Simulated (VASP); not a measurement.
A run of VASP 6.6.1:

INCAR

```
  PREC = Accurate
  ENCUT = 520
  EDIFF = 1E-6
  ISMEAR = -1
  SIGMA = 0.1
  LREAL = F
  LASPH = T
  NELM = 60
  ALGO = Normal
  ISIF = 2
  LWAVE = F
  LCHARG = F
  GGA = PE
  NBANDS = 14
```

File KPOINTS:

```
Automatic mesh
0
Gamma
  15 15 14
```

POSCAR

```
CoSi
1.0
    2.5805044698      0.0000000000      0.0000000000
   -1.2902522349      2.2347824255      0.0000000000
    0.0000000000      0.0000000000      3.4341693589
Co Si
1 1
Direct
    0.0000000000      0.0000000000      0.0000000000
    0.3333333333      0.6666666667      0.5000000000
```

Potentials or basis: VASP PAW PBE potentials, release 64 (Co, Si).

Run with:

```sh
$ cat potpaw_PBE.64/Co/POTCAR potpaw_PBE.64/Si/POTCAR > POTCAR
$ mpirun -np 1 vasp_std > vasp.out
```

Hardware: 1 thread of Intel(R) Xeon(R) 6975P-C (Granite Rapids), with other jobs on the host.

How long does it take, and how much memory?

It took 23 s on 1 thread of Intel(R) Xeon(R) 6975P-C (Granite Rapids), on a shared host, peak memory 0.18 GiB. Counts: scf iterations 13, k points 216.
